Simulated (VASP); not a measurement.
# SiC2 (P6/mmm) in VASP: notebook

Runs on SiC2. Level: PBE. Tasks: single point, relaxation of cell and atoms.

All numbers are computed with VASP 6.6.1; they aren't measurements. Logs are shortened: lines on timing, memory, paths and dates and some standing lists are left out, and cuts for length are marked.

### 1 The cell of the first run

The structure is hexagonal, space group P6/mmm (No. 191). Conventional cell: a = 3.229 Å, b = 3.229 Å, c = 13.978 Å, α = 90.00°, β = 90.00°, γ = 120.00°. Within 2.5 Å of Si (site symmetry -6m2) lie 3 Si at 1.86 Å. Within 2.5 Å of C (site symmetry 3m) lie 3 C at 1.86 Å.

### 2 Single point, PBE

Input file INCAR:

```
SYSTEM = SiC2
PREC     = Accurate       ! precision mode
ENCUT    = 520            ! plane-wave cutoff, eV
EDIFF    = 1E-7           ! SCF threshold, eV
ISMEAR   = 0              ! smearing method
SIGMA    = 0.1            ! smearing width, eV
LREAL    = .FALSE.        ! projectors in reciprocal space
LASPH    = .TRUE.         ! aspherical terms in the spheres
NELM     = 100            ! most SCF steps
ALGO     = Normal         ! electronic algorithm
ISIF     = 2              ! what is computed and relaxed
LWAVE    = .FALSE.        ! write WAVECAR
LCHARG   = .FALSE.        ! write CHGCAR
GGA      = PE             ! functional
NBANDS   = 21             ! bands
```

Input file KPOINTS:

```
Automatic mesh
0
G
  12 12 4
  0 0 0
```

Input file POSCAR:

```
SiC2
1.0
    3.2285895986      0.0000000000      0.0000000000
   -1.6142947993      2.7960406108      0.0000000000
    0.0000000000      0.0000000000     13.9777818131
Si C
2 4
Direct
    0.3333333333      0.6666666667      0.5000000000
    0.6666666667      0.3333333333      0.5000000000
    0.3333333333      0.6666666667      0.8360871132
    0.3333333333      0.6666666667      0.1639128868
    0.6666666667      0.3333333333      0.8360871132
    0.6666666667      0.3333333333      0.1639128868
```

Potentials or basis: VASP PAW PBE potentials, release 64 (Si, C).

Started as:

```bash
$ cat potpaw_PBE.64/Si/POTCAR potpaw_PBE.64/C/POTCAR > POTCAR
$ mpirun -np 1 vasp_std > vasp.out
```

OUTCAR:

```text
SYSTEM = SiC2
   PREC = Accurate
   ENCUT = 520
   EDIFF = 1E-7
   ISMEAR = 0
   LREAL = .FALSE.
   LASPH = .TRUE.
   NELM = 100
   ISIF = 2
   GGA = PE

 ion  position               nearest neighbor table
   1  0.333  0.667  0.500-   2 1.86   2 1.86   2 1.86
   2  0.667  0.333  0.500-   1 1.86   1 1.86   1 1.86
   3  0.333  0.667  0.836-   5 1.86   5 1.86   5 1.86
   4  0.333  0.667  0.164-   6 1.86   6 1.86   6 1.86
   5  0.667  0.333  0.836-   3 1.86   3 1.86   3 1.86
   6  0.667  0.333  0.164-   4 1.86   4 1.86   4 1.86

  LATTYP: Found a hexagonal cell.
 ALAT       =     3.2285895986
 C/A-ratio  =     4.3293770813

  Lattice vectors:

 A1 = (   3.2285895986,   0.0000000000,   0.0000000000)
 A2 = (  -1.6142947993,   2.7960406108,   0.0000000000)
 A3 = (   0.0000000000,   0.0000000000,  13.9777818131)

Analysis of symmetry for initial positions (statically):
=====================================================================
 Subroutine PRICEL returns:
 Original cell was already a primitive cell.

 Routine SETGRP: Setting up the symmetry group for a
 hexagonal supercell.

 Subroutine GETGRP returns: Found 24 space group operations
 (whereof 24 operations were pure point group operations)
 out of a pool of 24 trial point group operations.

The static configuration has the point symmetry D_6h.

Analysis of symmetry for dynamics (positions and initial velocities):
=====================================================================
 Subroutine PRICEL returns:
 Original cell was already a primitive cell.

 Routine SETGRP: Setting up the symmetry group for a
 hexagonal supercell.

 Subroutine GETGRP returns: Found 24 space group operations
 (whereof 24 operations were pure point group operations)
 out of a pool of 24 trial point group operations.

The dynamic configuration has the point symmetry D_6h.

 Subroutine INISYM returns: Found 24 space group operations
 (whereof 24 operations are pure point group operations),
 and found     1 'primitive' translations

----------------------------------------------------------------------------------------

                                     Primitive cell

  volume of cell :     126.1812

  direct lattice vectors                    reciprocal lattice vectors
     3.228589599  0.000000000  0.000000000     0.309732770  0.178824298  0.000000000
    -1.614294799  2.796040611  0.000000000     0.000000000  0.357648596  0.000000000
     0.000000000  0.000000000 13.977781813     0.000000000  0.000000000  0.071542110

  length of vectors
     3.228589599  3.228589599 13.977781813     0.357648596  0.357648596  0.071542110

  position of ions in fractional coordinates (direct lattice)
     0.333333333  0.666666667  0.500000000
     0.666666667  0.333333333  0.500000000
     0.333333333  0.666666667  0.836087113
     0.333333333  0.666666667  0.163912887
     0.666666667  0.333333333  0.836087113
     0.666666667  0.333333333  0.163912887

  ion indices of the primitive-cell ions
   primitive index   ion index
                 1           1
                 2           2
                 3           3
                 4           4
                 5           5
                 6           6

----------------------------------------------------------------------------------------

 KPOINTS: Automatic mesh

Automatic generation of k-mesh.
 Grid dimensions read from file:
 generate k-points for:   12   12    4

 Generating k-lattice:

  Cartesian coordinates                     Fractional coordinates (reciprocal lattice)
     0.025811064  0.014902025  0.000000000     0.083333333  0.000000000  0.000000000
     0.000000000  0.029804050  0.000000000     0.000000000  0.083333333  0.000000000
     0.000000000  0.000000000  0.017885527     0.000000000  0.000000000  0.250000000

  Length of vectors
     0.029804050  0.029804050  0.017885527

  Shift w.r.t. Gamma in fractional coordinates (k-lattice)
     0.000000000  0.000000000  0.000000000

 Subroutine IBZKPT returns following result:
 ===========================================

 Found     57 irreducible k-points:

 Following reciprocal coordinates:
            Coordinates               Weight
  0.000000  0.000000  0.000000      1.000000
  0.083333 -0.000000  0.000000      6.000000
  0.166667  0.000000  0.000000      6.000000
  0.250000  0.000000  0.000000      6.000000
  0.333333  0.000000  0.000000      6.000000
  0.416667 -0.000000  0.000000      6.000000
[... 16 lines left out ...]
  0.250000  0.000000  0.250000     12.000000
  0.333333  0.000000  0.250000     12.000000
 [... further k-points ...]
   k-points           NKPTS =     57   k-points in BZ     NKDIM =     57   number of bands    NBANDS=     21
   number of dos      NEDOS =    301   number of ions     NIONS =      6
   total plane-waves  NPLWV =  62208
   dimension x,y,z NGX =    24 NGY =   24 NGZ =  108
   dimension x,y,z NGXF=    48 NGYF=   48 NGZF=  216
   ions per type =               2   4
   NGX,Y,Z   is equivalent  to a cutoff of  12.36, 12.36, 12.85 a.u.
   NGXF,Y,Z  is equivalent  to a cutoff of  24.72, 24.72, 25.69 a.u.
 SYSTEM =  SiC2
   PREC   = accura    normal or accurate (medium, high low for compatibility)
   ISTART =      0    job   : 0-new  1-cont  2-samecut
   ICHARG =      2    charge: 1-file 2-atom 10-const
   ISPIN  =      1    spin polarized calculation?
   LNONCOLLINEAR =      F non collinear calculations
   LSORBIT =      F    spin-orbit coupling
   LASPH  =      T    aspherical Exc in radial PAW
   ENCUT  =  520.0 eV  38.22 Ry    6.18 a.u.   6.00  6.00 25.99*2*pi/ulx,y,z
   NELM   =    100;   NELMIN=  2; NELMDL= -5     # of ELM steps
   EDIFF  = 0.1E-06   stopping-criterion for ELM
   LREAL  =      F    real-space projection
   EDIFFG = 0.1E-05   stopping-criterion for IOM
   NSW    =      0    number of steps for IOM
   IBRION =     -1    ionic relax: 0-MD 1-quasi-New 2-CG
   NFREE  =      0    steps in history (QN), initial steepest desc. (CG)
   ISIF   =      2    stress and relaxation
   ISYM   =      2    0-nonsym 1-usesym 2-fastsym
   POTIM  = 0.5000    time-step for ionic-motion
   TEBEG  =    0.0;   TEEND  =   0.0 temperature during run
   PSTRESS=    0.0 pullay stress
   NELECT =      24.0000    total number of electrons
   NUPDOWN=      -1.0000    fix difference up-down
   EMIN   =  10.00;   EMAX   =-10.00  energy-range for DOS
   EFERMI =   0.00;   METHOD = LEGACY
   ISMEAR =     0;   SIGMA  =   0.10  broadening in eV -4-tet -1-fermi 0-gaus
   EFERMI_NEDOS =   21; number of points for ismear=-14 and -15
   IALGO  =     38    algorithm
   IMIX   =      4    mixing-type and parameters
     AMIX     =   0.40;   BMIX     =  1.00
     AMIX_MAG =   1.60;   BMIX_MAG =  1.00
  volume/ion in A,a.u.               =      21.03       141.92
  Fermi-wavevector in a.u.,A,eV,Ry     =   0.941486  1.779150 12.060140  0.886395
  Thomas-Fermi vector in A             =   2.069001
   LORBIT       =      0    0 simple, 1 ext, 2 COOP (PROOUT), +10 PAW based schemes
   GGA     = PE    functional components
   LHFCALC =     F    Hartree Fock is set to
   AEXX    =    0.0000 exact exchange contribution
   IVDW    =     0    specifies the selected vdW correction
   LEPSILON=     F    determine dielectric tensor
   LRPA    =     F    only Hartree local field effects (RPA)
 non-spin polarized calculation
 Gauss-broadening in eV      SIGMA  =   0.10
  energy-cutoff  :      520.00
  volume of cell :      126.18
 maximum number of plane-waves:      3444
   NGX = 13   NGY = 13   NGZ = 51

 number of electron      24.0000000 magnetization

 Free energy of the ion-electron system (eV)
  ---------------------------------------------------
  ext. energy  EPLUGINS =         0.00000000
  ---------------------------------------------------
  free energy    TOTEN  =       -29.14236722 eV

  energy without entropy =      -29.13571091  energy(sigma->0) =      -29.13903906

 E-fermi :   0.6813     XC(G=0):  -7.4180

 val. band max:        0.6765800156   @ k =   0.0000   0.0000   0.2500
 cond. band min:       0.7365511196   @ k =   0.3333   0.3333   0.0000
 fundamental gap:      0.0599711040
 Fermi energy:         0.6813049890

 k-point     1 :       0.0000    0.0000    0.0000
  band No.  band energies     occupation
      1     -13.3056      2.00000
      2     -13.2900      2.00000
      3     -12.4980      2.00000
      4      -3.5212      2.00000
      5      -2.9111      2.00000
      6      -2.6236      2.00000
[... 13 lines left out ...]
     20       4.9604      0.00000
     21       4.9604      0.00000

 k-point     2 :       0.0833   -0.0000    0.0000
  band No.  band energies     occupation
      1     -13.2109      2.00000
      2     -13.1954      2.00000
      3     -12.3751      2.00000
      4      -3.4051      2.00000
      5      -2.8140      2.00000
      6      -2.7664      2.00000
[... 13 lines left out ...]
     20       5.0229      0.00000
     21       5.2382      0.00000

 k-point     3 :       0.1667    0.0000    0.0000
  band No.  band energies     occupation
      1     -12.9292      2.00000
      2     -12.9142      2.00000
      3     -12.0084      2.00000
      4      -4.1844      2.00000
      5      -4.1784      2.00000
      6      -3.0585      2.00000
[... 13 lines left out ...]
     20       5.2823      0.00000
     21       5.9913      0.00000
[... 457 lines left out ...]
 k-point    23 :       0.2500    0.0000    0.2500
  band No.  band energies     occupation
      1     -12.4693      2.00000
      2     -12.4551      2.00000
      3     -11.4037      2.00000
      4      -5.6339      2.00000
      5      -5.6264      2.00000
      6      -3.1716      2.00000
[... 13 lines left out ...]
     20       6.0538      0.00000
     21       6.0942      0.00000

 k-point    24 :       0.3333    0.0000    0.2500
  band No.  band energies     occupation
      1     -11.8547      2.00000
      2     -11.8415      2.00000
      3     -10.5749      2.00000
      4      -6.9925      2.00000
      5      -6.9836      2.00000
      6      -4.9014      2.00000
[... 13 lines left out ...]
     20       7.1316      0.00000
     21       7.1527      0.00000

 [... further k-points ...]
[... 5 lines left out ...]
  --------------------------------------------------------------------------------------
  -------------------------------------------------------------------------------------
  Total       -0.0182597     -0.0182597      0.0061622      0.0000000     -0.0000000      0.0000000
  in kB       -0.2318516     -0.2318516      0.0782439      0.0000000     -0.0000000      0.0000000
  external PRESSURE =      -0.1284864 kB  Pullay stress =       0.0000000 kB

 VOLUME and BASIS-vectors are now :
 -----------------------------------------------------------------------------
  energy-cutoff  :      520.00
  volume of cell :      126.18
      direct lattice vectors                 reciprocal lattice vectors
     3.228589599  0.000000000  0.000000000     0.309732770  0.178824298  0.000000000
    -1.614294799  2.796040611  0.000000000     0.000000000  0.357648596  0.000000000
     0.000000000  0.000000000 13.977781813     0.000000000  0.000000000  0.071542110

 POSITION                                       TOTAL-FORCE (eV/Angst)
 -----------------------------------------------------------------------------------
     -0.00000      1.86403      6.98889         0.000000      0.000000      0.000000
      1.61429      0.93201      6.98889        -0.000000      0.000000      0.000000
     -0.00000      1.86403     11.68664        -0.000000      0.000000      0.000160
     -0.00000      1.86403      2.29114         0.000000      0.000000     -0.000160
      1.61429      0.93201     11.68664        -0.000000     -0.000000      0.000160
      1.61429      0.93201      2.29114        -0.000000     -0.000000     -0.000160
 -----------------------------------------------------------------------------------
    total drift:                               -0.000000      0.000000     -0.000000

  FREE ENERGIE OF THE ION-ELECTRON SYSTEM (eV)
  ---------------------------------------------------
  free  energy   TOTEN  =       -29.1423672160 eV

  energy  without entropy=      -29.1357109110  energy(sigma->0) =      -29.13903906
```

Run time: 86 s. Hardware: 1 thread of Intel Xeon Platinum 8488C (Sapphire Rapids), shared host; peak memory 0.29 GiB.

What came out:

```
Free energy            : -29.1424 eV
Pressure               : 0.0 GPa
Band gap on the k mesh : zero (band 12 reaches 0.76 eV, above the bottom of band 13 at 0.68 eV)
```

(Continued in part 2 of 2.)
